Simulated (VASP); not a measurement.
# Tl (I4_1/amd) in VASP: single point with LDA

Aim: the single point of Tl with LDA.

All numbers are computed with VASP 6.6.1; they aren't measurements. Logs are shortened: lines on timing, memory, paths and dates and some standing lists are left out, and cuts for length are marked.

### Step 1. The cell of the first run

Symmetry: I4_1/amd, No. 141, tetragonal system. The conventional cell has a = 5.956 Å, b = 5.956 Å, c = 3.142 Å, α = 90.00°, β = 90.00°, γ = 90.00°. Tl (site symmetry -4m2) has 10 Tl at 3.08 to 3.80 Å within 4.1 Å.

### Step 2. Single point, LDA

Input file INCAR:

```
PREC = Accurate
ENCUT = 520
EDIFF = 1E-7
ISMEAR = -1
SIGMA = 0.05
LREAL = F
LASPH = T
NELM = 100
ALGO = Normal
ISIF = 2
LWAVE = F
LCHARG = F
GGA = CA
NBANDS = 20
```

Input file KPOINTS:

```
Automatic mesh
0
Gamma
  14 14 14
```

Input file POSCAR:

```
Tl
1.0
   -2.9782165956      2.9782165956      1.5712027228
    2.9782165956     -2.9782165956      1.5712027228
    2.9782165956      2.9782165956     -1.5712027228
Tl
2
Direct
   -0.3750000000     -0.1250000000     -0.2500000000
    0.3750000000      0.1250000000      0.2500000000
```

Potentials or basis: VASP PAW LDA potentials, release 64 (Tl_d).

Run with:

```sh
$ cat potpaw_LDA.64/Tl_d/POTCAR > POTCAR
$ mpirun -np 1 vasp_std > vasp.out
```

OUTCAR:

```text
PREC = Accurate
   ENCUT = 520
   EDIFF = 1E-7
   ISMEAR = -1
   LREAL = F
   LASPH = T
   NELM = 100
   ISIF = 2
   GGA = CA

 ion  position               nearest neighbor table
   1  0.625  0.875  0.750-   2 3.08   2 3.08   2 3.08   2 3.08   2 3.80   2 3.80   2 3.80   2 3.80

   2  0.375  0.125  0.250-   1 3.08   1 3.08   1 3.08   1 3.08   1 3.80   1 3.80   1 3.80   1 3.80

  LATTYP: Found a body centered tetragonal cell.
 ALAT       =     5.9564331912
 C/A-ratio  =     0.5275649612

  Lattice vectors:

 A1 = (  -2.9782165956,   2.9782165956,   1.5712027228)
 A2 = (   2.9782165956,  -2.9782165956,   1.5712027228)
 A3 = (   2.9782165956,   2.9782165956,  -1.5712027228)

Analysis of symmetry for initial positions (statically):
=====================================================================
 Subroutine PRICEL returns:
 Original cell was already a primitive cell.

 Routine SETGRP: Setting up the symmetry group for a
 body centered tetragonal supercell.

 Subroutine GETGRP returns: Found 16 space group operations
 (whereof  4 operations were pure point group operations)
 out of a pool of 16 trial point group operations.

The static configuration has the point symmetry C_2h.
 The point group associated with its full space group is D_4h.

Analysis of symmetry for dynamics (positions and initial velocities):
=====================================================================
 Subroutine PRICEL returns:
 Original cell was already a primitive cell.

 Routine SETGRP: Setting up the symmetry group for a
 body centered tetragonal supercell.

 Subroutine GETGRP returns: Found 16 space group operations
 (whereof  4 operations were pure point group operations)
 out of a pool of 16 trial point group operations.

The dynamic configuration has the point symmetry C_2h.
 The point group associated with its full space group is D_4h.

 Subroutine INISYM returns: Found 16 space group operations
 (whereof  4 operations are pure point group operations),
 and found     1 'primitive' translations

----------------------------------------------------------------------------------------

                                     Primitive cell

  volume of cell :      55.7449

  direct lattice vectors                    reciprocal lattice vectors
    -2.978216596  2.978216596  1.571202723     0.000000000  0.167885707  0.318227554
     2.978216596 -2.978216596  1.571202723     0.167885707  0.000000000  0.318227554
     2.978216596  2.978216596 -1.571202723     0.167885707  0.167885707  0.000000000

  length of vectors
     4.495356068  4.495356068  4.495356068     0.359797703  0.359797703  0.237426244

  position of ions in fractional coordinates (direct lattice)
     0.625000000  0.875000000  0.750000000
     0.375000000  0.125000000  0.250000000

  ion indices of the primitive-cell ions
   primitive index   ion index
                 1           1
                 2           2

----------------------------------------------------------------------------------------

 KPOINTS: Automatic mesh

Automatic generation of k-mesh.
 Grid dimensions read from file:
 generate k-points for:   14   14   14

 Generating k-lattice:

  Cartesian coordinates                     Fractional coordinates (reciprocal lattice)
     0.000000000  0.011991836  0.022730540     0.071428571  0.000000000 -0.000000000
     0.011991836  0.000000000  0.022730540     0.000000000  0.071428571 -0.000000000
     0.011991836  0.011991836  0.000000000     0.000000000  0.000000000  0.071428571

  Length of vectors
     0.025699836  0.025699836  0.016959017

  Shift w.r.t. Gamma in fractional coordinates (k-lattice)
     0.000000000  0.000000000  0.000000000

 Subroutine IBZKPT returns following result:
 ===========================================

 Found    244 irreducible k-points:

 Following reciprocal coordinates:
            Coordinates               Weight
  0.000000  0.000000  0.000000      1.000000
  0.071429  0.000000 -0.000000      8.000000
  0.142857  0.000000 -0.000000      8.000000
  0.214286  0.000000 -0.000000      8.000000
  0.285714  0.000000 -0.000000      8.000000
  0.357143  0.000000 -0.000000      8.000000
[... 16 lines left out ...]
  0.214286  0.142857 -0.000000     16.000000
  0.285714  0.142857 -0.000000     16.000000
 [... further k-points ...]
   k-points           NKPTS =    244   k-points in BZ     NKDIM =    244   number of bands    NBANDS=     20
   number of dos      NEDOS =    301   number of ions     NIONS =      2
   total plane-waves  NPLWV =  46656
   dimension x,y,z NGX =    36 NGY =   36 NGZ =   36
   dimension x,y,z NGXF=    72 NGYF=   72 NGZF=   72
   ions per type =               2
   NGX,Y,Z   is equivalent  to a cutoff of  13.31, 13.31, 13.31 a.u.
   NGXF,Y,Z  is equivalent  to a cutoff of  26.63, 26.63, 26.63 a.u.
 SYSTEM =  unknown system
   PREC   = accura    normal or accurate (medium, high low for compatibility)
   ISTART =      0    job   : 0-new  1-cont  2-samecut
   ICHARG =      2    charge: 1-file 2-atom 10-const
   ISPIN  =      1    spin polarized calculation?
   LNONCOLLINEAR =      F non collinear calculations
   LSORBIT =      F    spin-orbit coupling
   LASPH  =      T    aspherical Exc in radial PAW
   ENCUT  =  520.0 eV  38.22 Ry    6.18 a.u.   8.36  8.36  8.36*2*pi/ulx,y,z
   NELM   =    100;   NELMIN=  2; NELMDL= -5     # of ELM steps
   EDIFF  = 0.1E-06   stopping-criterion for ELM
   LREAL  =      F    real-space projection
   EDIFFG = 0.1E-05   stopping-criterion for IOM
   NSW    =      0    number of steps for IOM
   IBRION =     -1    ionic relax: 0-MD 1-quasi-New 2-CG
   NFREE  =      0    steps in history (QN), initial steepest desc. (CG)
   ISIF   =      2    stress and relaxation
   ISYM   =      2    0-nonsym 1-usesym 2-fastsym
   POTIM  = 0.5000    time-step for ionic-motion
   TEBEG  =    0.0;   TEEND  =   0.0 temperature during run
   PSTRESS=    0.0 pullay stress
   NELECT =      26.0000    total number of electrons
   NUPDOWN=      -1.0000    fix difference up-down
   EMIN   =  10.00;   EMAX   =-10.00  energy-range for DOS
   EFERMI =   0.00;   METHOD = LEGACY
   ISMEAR =    -1;   SIGMA  =   0.05  broadening in eV -4-tet -1-fermi 0-gaus
   EFERMI_NEDOS =   21; number of points for ismear=-14 and -15
   IALGO  =     38    algorithm
   IMIX   =      4    mixing-type and parameters
     AMIX     =   0.40;   BMIX     =  1.00
     AMIX_MAG =   1.60;   BMIX_MAG =  1.00
  volume/ion in A,a.u.               =      27.87       188.09
  Fermi-wavevector in a.u.,A,eV,Ry     =   1.269593  2.399182 21.930757  1.611865
  Thomas-Fermi vector in A             =   2.402625
   LORBIT       =      0    0 simple, 1 ext, 2 COOP (PROOUT), +10 PAW based schemes
   GGA     = CA    functional components
   LHFCALC =     F    Hartree Fock is set to
   AEXX    =    0.0000 exact exchange contribution
   IVDW    =     0    specifies the selected vdW correction
   LEPSILON=     F    determine dielectric tensor
   LRPA    =     F    only Hartree local field effects (RPA)
 non-spin polarized calculation
  energy-cutoff  :      520.00
  volume of cell :       55.74
 maximum number of plane-waves:      1525
 NGX is ok and might be reduce to    36
   NGX = 17   NGY = 17   NGZ = 17

 number of electron      25.9999994 magnetization

 Free energy of the ion-electron system (eV)
  ---------------------------------------------------
  ext. energy  EPLUGINS =         0.00000000
  ---------------------------------------------------
  free energy    TOTEN  =        -5.67985759 eV

  energy without entropy =       -5.67065705  energy(sigma->0) =       -5.67525732

 E-fermi :   6.6541     XC(G=0): -10.5776

 val. band max:        6.6460500596   @ k =   0.2857   0.2857   0.0714
 cond. band min:       6.6561845463   @ k =  -0.3571   0.0714   0.0000
 fundamental gap:      0.0101344867
 Fermi energy:         6.6541024040

 k-point     1 :       0.0000    0.0000    0.0000
  band No.  band energies     occupation
      1      -5.7126      2.00000
      2      -5.5075      2.00000
      3      -5.4918      2.00000
      4      -5.4866      2.00000
      5      -4.7443      2.00000
      6      -4.7443      2.00000
[... 12 lines left out ...]
     19      16.6813      0.00000
     20      18.4902      0.00000

 k-point     2 :       0.0714    0.0000   -0.0000
  band No.  band energies     occupation
      1      -5.7042      2.00000
      2      -5.4754      2.00000
      3      -5.4704      2.00000
      4      -5.4319      2.00000
      5      -4.7931      2.00000
      6      -4.7906      2.00000
[... 12 lines left out ...]
     19      15.6630      0.00000
     20      18.0761      0.00000

 k-point     3 :       0.1429    0.0000   -0.0000
  band No.  band energies     occupation
      1      -5.6750      2.00000
      2      -5.4295      2.00000
      3      -5.3764      2.00000
      4      -5.2884      2.00000
      5      -4.8865      2.00000
      6      -4.8619      2.00000
[... 12 lines left out ...]
     19      14.7308      0.00000
     20      16.8432      0.00000

 k-point     4 :       0.2143    0.0000   -0.0000
  band No.  band energies     occupation
      1      -5.6291      2.00000
      2      -5.3644      2.00000
      3      -5.2807      2.00000
      4      -5.1190      2.00000
      5      -4.9974      2.00000
      6      -4.8888      2.00000
[... 12 lines left out ...]
     19      14.2317      0.00000
     20      16.2647      0.00000

 k-point     5 :       0.2857    0.0000   -0.0000
  band No.  band energies     occupation
      1      -5.5813      2.00000
      2      -5.3072      2.00000
      3      -5.2563      2.00000
      4      -5.0885      2.00000
      5      -5.0866      2.00000
      6      -4.8707      2.00000
[... 12 lines left out ...]
     19      14.0235      0.00000
     20      15.6789      0.00000
[... 353 lines left out ...]
      6      -4.7406      2.00000
[... 12 lines left out ...]
     19      16.5360      0.00000
     20      18.9080      0.00000

 k-point    22 :       0.1429    0.1429   -0.0000
  band No.  band energies     occupation
      1      -5.6089      2.00000
      2      -5.3235      2.00000
      3      -5.2532      2.00000
      4      -5.0829      2.00000
      5      -4.9785      2.00000
      6      -4.9450      2.00000
[... 12 lines left out ...]
     19      13.5840      0.00000
     20      15.8611      0.00000

 k-point    23 :       0.2143    0.1429   -0.0000
  band No.  band energies     occupation
      1      -5.5837      2.00000
      2      -5.3248      2.00000
      3      -5.2668      2.00000
      4      -5.0978      2.00000
      5      -5.0533      2.00000
      6      -4.9844      2.00000
[... 12 lines left out ...]
     19      14.3943      0.00000
     20      15.7720      0.00000

 k-point    24 :       0.2857    0.1429   -0.0000
  band No.  band energies     occupation
      1      -5.5735      2.00000
      2      -5.3837      2.00000
      3      -5.2270      2.00000
      4      -5.1646      2.00000
      5      -5.0598      2.00000
      6      -5.0268      2.00000
[... 12 lines left out ...]
     19      15.4388      0.00000
     20      15.7912      0.00000

 [... further k-points ...]
[... 5 lines left out ...]
  --------------------------------------------------------------------------------------
  -------------------------------------------------------------------------------------
  Total        0.4404825      0.4404825      0.4400459      0.0000000      0.0000000     -0.0000000
  in kB       12.6600223     12.6600223     12.6474749      0.0000000      0.0000000     -0.0000000
  external PRESSURE =      12.6558398 kB  Pullay stress =       0.0000000 kB

 VOLUME and BASIS-vectors are now :
 -----------------------------------------------------------------------------
  energy-cutoff  :      520.00
  volume of cell :       55.74
      direct lattice vectors                 reciprocal lattice vectors
    -2.978216596  2.978216596  1.571202723     0.000000000  0.167885707  0.318227554
     2.978216596 -2.978216596  1.571202723     0.167885707  0.000000000  0.318227554
     2.978216596  2.978216596 -1.571202723     0.167885707  0.167885707  0.000000000

 POSITION                                       TOTAL-FORCE (eV/Angst)
 -----------------------------------------------------------------------------------
      2.97822      1.48911      1.17840        -0.000000     -0.000000     -0.000000
     -0.00000      1.48911      0.39280         0.000000      0.000000      0.000000
 -----------------------------------------------------------------------------------
    total drift:                               -0.000000     -0.000000      0.000000

  FREE ENERGIE OF THE ION-ELECTRON SYSTEM (eV)
  ---------------------------------------------------
  free  energy   TOTEN  =        -5.6798575916 eV

  energy  without entropy=       -5.6706570506  energy(sigma->0) =       -5.67525732
```

Wall time 6.6 min (1 thread of Oxide Virtual Turin-like, shared host); peak memory 0.29 GiB.

What came out:

```
Free energy            : -5.6799 eV
Pressure               : 1.3 GPa
Band gap on the k mesh : zero (band 13 reaches 9.53 eV, above the bottom of band 14 at 3.15 eV)
```

Levels at points of the mesh, in eV from the Fermi level:
```
           k point  band 9  band 10  band 11  band 12  band 13  band 14  band 15  band 16  band 17  band 18
(0.00, 0.00, 0.00)  -11.16   -10.87   -10.50    -2.74    -0.47    -0.47     5.10     7.90     7.90    10.01
(0.50, 0.00, 0.00)  -11.13   -10.98    -5.51    -4.12    -0.89    -0.06     0.86     4.61     4.68     7.10
(0.50, 0.50, 0.00)  -11.23   -11.23    -8.09    -8.09     2.68     2.68     3.05     3.05     8.38     8.38
(0.50, 0.50, 0.50)  -11.36   -11.36    -6.33    -6.33    -3.50    -3.50     7.87     7.87    11.52    11.52
```

Caveat: spin-orbit coupling is left out, which moves the levels of the heavy elements.
